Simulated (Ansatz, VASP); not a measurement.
Two plane-wave programs on Br

```xyz
1
Lattice="-1.3980 1.3980 3.2121 1.3980 -1.3980 3.2121 1.3980 1.3980 -3.2121" Properties=species:S:1:pos:R:3 pbc="T T T"
Br    0.0000    0.0000    0.0000
```

Alike in both runs: task single point; functional PBE; dispersion D3(BJ); k mesh 22 × 22 × 22; occupations gaussian, width 0.15 eV; no spin polarisation.

```csv
,VASP,Ansatz
version,VASP 6.6.1,Ansatz 0.2.0
potentials or method,"VASP PAW PBE potentials, release 64 (Br), cutoff 520 eV","scalar-relativistic, plane waves, PAW"
valence electrons in the cell,7,7
```

```tsv
	VASP	Ansatz	Ansatz less VASP
gap on the k mesh at the Fermi level (eV)	none	none	-
pressure (GPa)	3.2	3.2	0.00
```

A gap of «none» marks a metal or a gap that the smearing closes.
